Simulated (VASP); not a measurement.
# HgTe (I-4m2) in VASP: a series of runs

The runs below take HgTe through single point, with PBEsol.

Everything below comes from runs of VASP 6.6.1. Logs are shortened: lines on timing, memory, paths and dates and some standing lists are left out, and cuts for length are marked.

## Step 1: The cell of the first run

Symmetry: I-4m2, No. 119, tetragonal system. The conventional cell has a = 4.559 Å, b = 4.559 Å, c = 5.931 Å, α = 90.00°, β = 90.00°, γ = 90.00°. Within 3.6 Å of Hg (site symmetry -4m2) lie 4 Te at 2.72 Å. Te (site symmetry -4m2) has 4 Hg at 2.72 Å within 3.6 Å.

## Step 2: Single point, PBEsol (strain +0.000 along x and y, -0.080 along z)

Contents of INCAR:

```
PREC = Accurate
ENCUT = 520
EDIFF = 1E-6
ISMEAR = 0
SIGMA = 0.15
LREAL = False
LASPH = True
NELM = 100
ALGO = Normal
ISIF = 2
LWAVE = False
LCHARG = False
GGA = PS
NBANDS = 16
```

Contents of KPOINTS:

```
Automatic mesh
0
Gamma
  14 14 14
```

Contents of POSCAR:

```
HgTe
1.0
    0.0000000000      3.2235000000      2.9656200000
    3.2235000000      0.0000000000      2.9656200000
    3.2235000000      3.2235000000      0.0000000000
Hg Te
1 1
Direct
    0.0000000000      0.0000000000      0.0000000000
    0.7500000000      0.7500000000      0.7500000000
```

Potentials or basis: VASP PAW PBE potentials, release 64 (Hg, Te).

Command:

```bash
cat potpaw_PBE.64/Hg/POTCAR potpaw_PBE.64/Te/POTCAR > POTCAR
mpirun -np 1 vasp_std > vasp.out
```

OUTCAR:

```text
PREC = Accurate
   ENCUT = 520
   EDIFF = 1E-6
   ISMEAR = 0
   LREAL = False
   LASPH = True
   NELM = 100
   ISIF = 2
   GGA = PS

 ion  position               nearest neighbor table
   1  0.000  0.000  0.000-   2 2.72   2 2.72   2 2.72   2 2.72
   2  0.750  0.750  0.750-   1 2.72   1 2.72   1 2.72   1 2.72

  LATTYP: Found a body centered tetragonal cell.
 ALAT       =     4.5587174183
 C/A-ratio  =     1.3010764774

  Lattice vectors:

 A1 = (   0.0000000000,  -3.2235000000,  -2.9656200000)
 A2 = (   0.0000000000,   3.2235000000,  -2.9656200000)
 A3 = (   3.2235000000,   0.0000000000,   2.9656200000)

Analysis of symmetry for initial positions (statically):
=====================================================================
 Subroutine PRICEL returns:
 Original cell was already a primitive cell.

 Routine SETGRP: Setting up the symmetry group for a
 body centered tetragonal supercell.

 Subroutine GETGRP returns: Found  8 space group operations
 (whereof  8 operations were pure point group operations)
 out of a pool of 16 trial point group operations.

The static configuration has the point symmetry D_2d.

Analysis of symmetry for dynamics (positions and initial velocities):
=====================================================================
 Subroutine PRICEL returns:
 Original cell was already a primitive cell.

 Routine SETGRP: Setting up the symmetry group for a
 body centered tetragonal supercell.

 Subroutine GETGRP returns: Found  8 space group operations
 (whereof  8 operations were pure point group operations)
 out of a pool of 16 trial point group operations.

The dynamic configuration has the point symmetry D_2d.

 Subroutine INISYM returns: Found  8 space group operations
 (whereof  8 operations are pure point group operations),
 and found     1 'primitive' translations

----------------------------------------------------------------------------------------

                                     Primitive cell

  volume of cell :      61.6312

  direct lattice vectors                    reciprocal lattice vectors
     0.000000000  3.223500000  2.965620000    -0.155110904  0.155110904  0.168598809
     3.223500000  0.000000000  2.965620000     0.155110904 -0.155110904  0.168598809
     3.223500000  3.223500000  0.000000000     0.155110904  0.155110904 -0.168598809

  length of vectors
     4.380166005  4.380166005  4.558717418     0.276666485  0.276666485  0.276666485

  position of ions in fractional coordinates (direct lattice)
     0.000000000  0.000000000  0.000000000
     0.750000000  0.750000000  0.750000000

  ion indices of the primitive-cell ions
   primitive index   ion index
                 1           1
                 2           2

----------------------------------------------------------------------------------------

 KPOINTS: Automatic mesh

Automatic generation of k-mesh.
 Grid dimensions read from file:
 generate k-points for:   14   14   14

 Generating k-lattice:

  Cartesian coordinates                     Fractional coordinates (reciprocal lattice)
    -0.011079350  0.011079350  0.012042772     0.071428571  0.000000000  0.000000000
     0.011079350 -0.011079350  0.012042772     0.000000000  0.071428571  0.000000000
     0.011079350  0.011079350 -0.012042772     0.000000000  0.000000000  0.071428571

  Length of vectors
     0.019761892  0.019761892  0.019761892

  Shift w.r.t. Gamma in fractional coordinates (k-lattice)
     0.000000000  0.000000000  0.000000000

 Subroutine IBZKPT returns following result:
 ===========================================

 Found    244 irreducible k-points:

 Following reciprocal coordinates:
            Coordinates               Weight
  0.000000  0.000000  0.000000      1.000000
  0.071429  0.000000  0.000000      8.000000
  0.142857  0.000000  0.000000      8.000000
  0.214286  0.000000  0.000000      8.000000
  0.285714  0.000000  0.000000      8.000000
  0.357143  0.000000  0.000000      8.000000
[... 16 lines left out ...]
  0.214286  0.142857  0.000000      8.000000
  0.285714  0.142857  0.000000      8.000000
 [... further k-points ...]
   k-points           NKPTS =    244   k-points in BZ     NKDIM =    244   number of bands    NBANDS=     16
   number of dos      NEDOS =    301   number of ions     NIONS =      2
   total plane-waves  NPLWV =  46656
   dimension x,y,z NGX =    36 NGY =   36 NGZ =   36
   dimension x,y,z NGXF=    72 NGYF=   72 NGZF=   72
   ions per type =               1   1
   NGX,Y,Z   is equivalent  to a cutoff of  13.66, 13.66, 13.13 a.u.
   NGXF,Y,Z  is equivalent  to a cutoff of  27.33, 27.33, 26.26 a.u.
 SYSTEM =  unknown system
   PREC   = accura    normal or accurate (medium, high low for compatibility)
   ISTART =      0    job   : 0-new  1-cont  2-samecut
   ICHARG =      2    charge: 1-file 2-atom 10-const
   ISPIN  =      1    spin polarized calculation?
   LNONCOLLINEAR =      F non collinear calculations
   LSORBIT =      F    spin-orbit coupling
   LASPH  =      T    aspherical Exc in radial PAW
   ENCUT  =  520.0 eV  38.22 Ry    6.18 a.u.   8.14  8.14  8.48*2*pi/ulx,y,z
   NELM   =    100;   NELMIN=  2; NELMDL= -5     # of ELM steps
   EDIFF  = 0.1E-05   stopping-criterion for ELM
   LREAL  =      F    real-space projection
   EDIFFG = 0.1E-04   stopping-criterion for IOM
   NSW    =      0    number of steps for IOM
   IBRION =     -1    ionic relax: 0-MD 1-quasi-New 2-CG
   NFREE  =      0    steps in history (QN), initial steepest desc. (CG)
   ISIF   =      2    stress and relaxation
   ISYM   =      2    0-nonsym 1-usesym 2-fastsym
   POTIM  = 0.5000    time-step for ionic-motion
   TEBEG  =    0.0;   TEEND  =   0.0 temperature during run
   PSTRESS=    0.0 pullay stress
   NELECT =      18.0000    total number of electrons
   NUPDOWN=      -1.0000    fix difference up-down
   EMIN   =  10.00;   EMAX   =-10.00  energy-range for DOS
   EFERMI =   0.00;   METHOD = LEGACY
   ISMEAR =     0;   SIGMA  =   0.15  broadening in eV -4-tet -1-fermi 0-gaus
   EFERMI_NEDOS =   21; number of points for ismear=-14 and -15
   IALGO  =     38    algorithm
   IMIX   =      4    mixing-type and parameters
     AMIX     =   0.40;   BMIX     =  1.00
     AMIX_MAG =   1.60;   BMIX_MAG =  1.00
  volume/ion in A,a.u.               =      30.82       207.95
  Fermi-wavevector in a.u.,A,eV,Ry     =   1.086172  2.052568 16.051749  1.179770
  Thomas-Fermi vector in A             =   2.222303
   LORBIT       =      0    0 simple, 1 ext, 2 COOP (PROOUT), +10 PAW based schemes
   GGA     = PS    functional components
   LHFCALC =     F    Hartree Fock is set to
   AEXX    =    0.0000 exact exchange contribution
   IVDW    =     0    specifies the selected vdW correction
   LEPSILON=     F    determine dielectric tensor
   LRPA    =     F    only Hartree local field effects (RPA)
 non-spin polarized calculation
 Gauss-broadening in eV      SIGMA  =   0.15
  energy-cutoff  :      520.00
  volume of cell :       61.63
 maximum number of plane-waves:      1675
 NGX is ok and might be reduce to    36
   NGX = 17   NGY = 17   NGZ = 17

 number of electron      18.0000003 magnetization

 Free energy of the ion-electron system (eV)
  ---------------------------------------------------
  ext. energy  EPLUGINS =         0.00000000
  ---------------------------------------------------
  free energy    TOTEN  =        -4.23266446 eV

  energy without entropy =       -4.23252181  energy(sigma->0) =       -4.23259314

 E-fermi :   4.1405     XC(G=0):  -9.3673

 val. band max:        4.1295602579   @ k =   0.0000   0.0000   0.0000
 cond. band min:       4.4145025828   @ k =   0.0714   0.0000   0.0000
 fundamental gap:      0.2849423249
 Fermi energy:         4.1405055860

 k-point     1 :       0.0000    0.0000    0.0000
  band No.  band energies     occupation
      1      -8.7510      2.00000
      2      -3.9463      2.00000
      3      -3.9463      2.00000
      4      -3.9277      2.00000
      5      -3.3366      2.00000
      6      -3.2590      2.00000
[... 8 lines left out ...]
     15      13.0756      0.00000
     16      13.2723      0.00000

 k-point     2 :       0.0714    0.0000    0.0000
  band No.  band energies     occupation
      1      -8.7196      2.00000
      2      -3.9425      2.00000
      3      -3.9380      2.00000
      4      -3.9159      2.00000
      5      -3.3365      2.00000
      6      -3.2612      2.00000
[... 8 lines left out ...]
     15      12.5819      0.00000
     16      12.8804      0.00000

 k-point     3 :       0.1429    0.0000    0.0000
  band No.  band energies     occupation
      1      -8.6300      2.00000
      2      -3.9251      2.00000
      3      -3.9156      2.00000
      4      -3.8828      2.00000
      5      -3.3349      2.00000
      6      -3.2667      2.00000
[... 8 lines left out ...]
     15      12.2349      0.00000
     16      12.6670      0.00000

 k-point     4 :       0.2143    0.0000    0.0000
  band No.  band energies     occupation
      1      -8.4956      2.00000
      2      -3.8863      2.00000
      3      -3.8861      2.00000
      4      -3.8245      2.00000
      5      -3.3282      2.00000
      6      -3.2722      2.00000
[... 8 lines left out ...]
     15      12.1971      0.00000
     16      12.7987      0.00000

 k-point     5 :       0.2857    0.0000    0.0000
  band No.  band energies     occupation
      1      -8.3392      2.00000
      2      -3.8580      2.00000
      3      -3.8381      2.00000
      4      -3.7123      2.00000
      5      -3.3136      2.00000
      6      -3.2735      2.00000
[... 8 lines left out ...]
     15      12.5136      0.00000
     16      12.7702      0.00000

 k-point     6 :       0.3571    0.0000    0.0000
  band No.  band energies     occupation
      1      -8.1915      2.00000
      2      -3.8378      2.00000
      3      -3.8002      2.00000
      4      -3.5126      2.00000
      5      -3.2931      2.00000
      6      -3.2642      2.00000
[... 8 lines left out ...]
     15      13.0531      0.00000
     16      13.1306      0.00000

 k-point     7 :       0.4286    0.0000    0.0000
  band No.  band energies     occupation
      1      -8.0855      2.00000
      2      -3.8267      2.00000
      3      -3.7772      2.00000
      4      -3.3126      2.00000
      5      -3.2743      2.00000
      6      -3.1530      2.00000
[... 8 lines left out ...]
     15      13.5529      0.00000
     16      13.8996      0.00000

 k-point     8 :       0.5000    0.0000    0.0000
  band No.  band energies     occupation
      1      -8.0468      2.00000
      2      -3.8234      2.00000
      3      -3.7696      2.00000
      4      -3.2906      2.00000
      5      -3.2668      2.00000
      6      -2.9303      2.00000
[... 8 lines left out ...]
     15      13.8098      0.00000
     16      14.3857      0.00000

 k-point     9 :       0.0714    0.0714    0.0000
  band No.  band energies     occupation
      1      -8.7064      2.00000
      2      -3.9305      2.00000
      3      -3.9303      2.00000
      4      -3.9303      2.00000
      5      -3.3312      2.00000
      6      -3.2651      2.00000
[... 8 lines left out ...]
     15      13.1079      0.00000
     16      13.2350      0.00000
[... 172 lines left out ...]
 k-point    19 :      -0.2143    0.0714    0.0000
  band No.  band energies     occupation
      1      -8.4275      2.00000
      2      -3.8745      2.00000
      3      -3.8464      2.00000
      4      -3.7907      2.00000
      5      -3.3392      2.00000
      6      -3.2695      2.00000
[... 8 lines left out ...]
     15      11.7999      0.00000
     16      13.2829      0.00000

 k-point    20 :      -0.1429    0.0714    0.0000
  band No.  band energies     occupation
      1      -8.5687      2.00000
      2      -3.9051      2.00000
      3      -3.9018      2.00000
      4      -3.8536      2.00000
      5      -3.3440      2.00000
      6      -3.2652      2.00000
[... 8 lines left out ...]
     15      11.7757      0.00000
     16      12.4815      0.00000

 k-point    21 :      -0.0714    0.0714    0.0000
  band No.  band energies     occupation
      1      -8.6714      2.00000
      2      -3.9344      2.00000
      3      -3.9286      2.00000
      4      -3.8905      2.00000
      5      -3.3416      2.00000
      6      -3.2616      2.00000
[... 8 lines left out ...]
     15      12.0640      0.00000
     16      12.3543      0.00000

 k-point    22 :       0.1429    0.1429    0.0000
  band No.  band energies     occupation
      1      -8.5792      2.00000
      2      -3.9329      2.00000
      3      -3.8833      2.00000
      4      -3.8833      2.00000
      5      -3.3163      2.00000
      6      -3.2797      2.00000
[... 8 lines left out ...]
     15      12.4791      0.00000
     16      13.2046      0.00000

 k-point    23 :       0.2143    0.1429    0.0000
  band No.  band energies     occupation
      1      -8.4749      2.00000
      2      -3.9225      2.00000
      3      -3.8491      2.00000
      4      -3.8390      2.00000
      5      -3.3057      2.00000
      6      -3.2852      2.00000
[... 8 lines left out ...]
     15      12.9559      0.00000
     16      13.1612      0.00000

 k-point    24 :       0.2857    0.1429    0.0000
  band No.  band energies     occupation
      1      -8.3376      2.00000
      2      -3.8879      2.00000
      3      -3.8144      2.00000
      4      -3.7659      2.00000
      5      -3.2920      2.00000
      6      -3.2798      2.00000
[... 8 lines left out ...]
     15      13.0653      0.00000
     16      13.3099      0.00000

 [... further k-points ...]
[... 5 lines left out ...]
  --------------------------------------------------------------------------------------
  -------------------------------------------------------------------------------------
  Total        2.3453585      2.3453585      2.5948505      0.0000000      0.0000000      0.0000000
  in kB       60.9703888     60.9703888     67.4562316      0.0000000      0.0000000      0.0000000
  external PRESSURE =      63.1323364 kB  Pullay stress =       0.0000000 kB

 VOLUME and BASIS-vectors are now :
 -----------------------------------------------------------------------------
  energy-cutoff  :      520.00
  volume of cell :       61.63
      direct lattice vectors                 reciprocal lattice vectors
     0.000000000  3.223500000  2.965620000    -0.155110904  0.155110904  0.168598809
     3.223500000  0.000000000  2.965620000     0.155110904 -0.155110904  0.168598809
     3.223500000  3.223500000  0.000000000     0.155110904  0.155110904 -0.168598809

 POSITION                                       TOTAL-FORCE (eV/Angst)
 -----------------------------------------------------------------------------------
      0.00000      0.00000      0.00000         0.000000      0.000000      0.000000
      4.83525      4.83525      4.44843        -0.000000     -0.000000     -0.000000
 -----------------------------------------------------------------------------------
    total drift:                                0.000000      0.000000     -0.000001

  FREE ENERGIE OF THE ION-ELECTRON SYSTEM (eV)
  ---------------------------------------------------
  free  energy   TOTEN  =        -4.2326644641 eV

  energy  without entropy=       -4.2325218145  energy(sigma->0) =       -4.23259314
```

It took 2.9 min on 1 thread of Intel Xeon Platinum 8259CL at 2.50GHz (Skylake/Cascade Lake), shared host; peak memory 0.39 GiB.

Results:

```
Free energy : -4.2327 eV
Pressure    : 6.3 GPa
```

Caveat: the cell differs from its parent crystal (strain +0.000 along x and y, -0.080 along z); the PAW data sets were made with another functional, which shifts forces and pressure a little; spin-orbit coupling is left out, which moves the levels of the heavy elements.

## Step 3: Single point, PBEsol (strain -0.080 along x and y, +0.000 along z)

Contents of INCAR:

```
SYSTEM = HgTe
PREC     = Accurate       ! precision mode
ENCUT    = 520            ! plane-wave cutoff, eV
EDIFF    = 1E-6           ! SCF threshold, eV
ISMEAR   = 0              ! smearing method
SIGMA    = 0.15           ! smearing width, eV
LREAL    = .False.        ! projectors in reciprocal space
LASPH    = .True.         ! aspherical terms in the spheres
NELM     = 80             ! most SCF steps
ALGO     = Normal         ! electronic algorithm
ISIF     = 2              ! what is computed and relaxed
LWAVE    = .False.        ! write WAVECAR
LCHARG   = .True.         ! write CHGCAR
GGA      = PS             ! functional
LELF     = .True.         ! ELF
LVHAR    = .True.       
NBANDS   = 16             ! bands
```

Contents of KPOINTS:

```
regular mesh
0
Gamma
  14 14 14
  0 0 0
```

Contents of POSCAR:

```
HgTe
1.0
    0.0000000000      2.9656200000      3.2235000000
    2.9656200000      0.0000000000      3.2235000000
    2.9656200000      2.9656200000      0.0000000000
Hg Te
1 1
Direct
    0.0000000000      0.0000000000      0.0000000000
    0.7500000000      0.7500000000      0.7500000000
```

Potentials or basis: VASP PAW PBE potentials, release 64 (Hg, Te).

Command:

```bash
cat potpaw_PBE.64/Hg/POTCAR potpaw_PBE.64/Te/POTCAR > POTCAR
mpirun -np 1 vasp_std > vasp.out
```

Run time: 1.8 min. Hardware: 1 thread of Intel Xeon Platinum 8488C (Sapphire Rapids), shared host; peak memory 0.37 GiB.

The run converged. Its results:

```yaml
Free_energy: -3.9283 eV
Pressure: 13.7 GPa
Band_gap_on_the_k_mesh: zero (filled and empty bands touch)
```

Stress tensor (GPa, compression positive):
```
13.87  0.00  0.00
 0.00 13.87  0.00
 0.00  0.00 13.26
```

Levels at points of the mesh, in eV from the Fermi level:
```tsv
k point	band 7	band 8	band 9	band 10	band 11	band 12
(0.00, 0.00, 0.00)	-0.59	-0.52	-0.09	-0.09	3.62	3.65
(0.50, 0.00, 0.00)	-7.01	-1.86	-1.35	0.34	4.37	4.85
(0.50, 0.50, 0.00)	-7.02	-3.06	-3.06	1.90	2.03	8.16
(0.50, 0.00, 0.50)	-6.52	-3.60	-3.34	1.22	1.51	8.75
```

Caveat: the cell differs from its parent crystal (strain -0.080 along x and y, +0.000 along z); the PAW data sets were made with another functional, which shifts forces and pressure a little; spin-orbit coupling is left out, which moves the levels of the heavy elements.

## Step 4: Single point, PBEsol (strain -0.040 along x and y, -0.080 along z)

Contents of INCAR:

```
PREC = Accurate
ENCUT = 520
EDIFF = 1E-6
ISMEAR = 0
SIGMA = 0.15
LREAL = False
LASPH = True
NELM = 100
ALGO = Normal
ISIF = 2
LWAVE = False
LCHARG = False
GGA = PS
NBANDS = 16
```

Contents of KPOINTS:

```
regular mesh
0
Gamma
  14 14 14
```

Contents of POSCAR:

```
HgTe
1.0
    0.0000000000      3.0945600000      2.9656200000
    3.0945600000      0.0000000000      2.9656200000
    3.0945600000      3.0945600000      0.0000000000
Hg Te
1 1
Direct
    0.0000000000      0.0000000000      0.0000000000
    0.7500000000      0.7500000000      0.7500000000
```

Command:

```bash
cat potpaw_PBE.64/Hg/POTCAR potpaw_PBE.64/Te/POTCAR > POTCAR
mpirun -np 1 vasp_std > vasp.out
```

It took 2.8 min on 1 thread of Intel Xeon Platinum 8488C (Sapphire Rapids), shared host; peak memory 0.36 GiB.

It converged, with:

```
Free energy : -3.9412 eV
Pressure    : 13.7 GPa
```

Levels at points of the mesh, in eV from the Fermi level:
```csv
k point,band 7,band 8,band 9,band 10,band 11,band 12
"(0.00, 0.00, 0.00)",-0.50,-0.20,-0.20,-0.03,3.67,3.67
"(0.50, 0.00, 0.00)",-6.96,-1.65,-1.42,0.47,4.48,4.78
"(0.50, 0.50, 0.00)",-6.48,-3.42,-3.42,1.27,1.58,8.90
"(0.50, 0.00, 0.50)",-6.71,-3.27,-3.14,1.63,1.83,8.57
```

Caveat: the cell differs from its parent crystal (strain -0.040 along x and y, -0.080 along z); the PAW data sets were made with another functional, which shifts forces and pressure a little; spin-orbit coupling is left out, which moves the levels of the heavy elements.

## Step 5: Overview

```tsv
cell	pressure (GPa)
a = 4.380, b = 4.380, c = 4.559 Å, angles 58.6, 58.6, 62.7°, 2 atoms	6.3
a = 4.380, b = 4.380, c = 4.194 Å, angles 61.4, 61.4, 57.2°, 2 atoms	13.7
a = 4.286, b = 4.286, c = 4.376 Å, angles 59.3, 59.3, 61.4°, 2 atoms	13.7
```

Alike in all rows: task single point; level PBEsol; potentials or basis VASP PAW PBE potentials, release 64 (Hg, Te); no spin polarisation; k mesh 14 × 14 × 14; cutoff (eV) 520; smearing gaussian 0.15 eV.

Caveats: the PAW data sets were made with another functional, which shifts forces and pressure a little; spin-orbit coupling is left out, which moves the levels of the heavy elements.

Absolute energies hang on the potentials; compare differences alone.
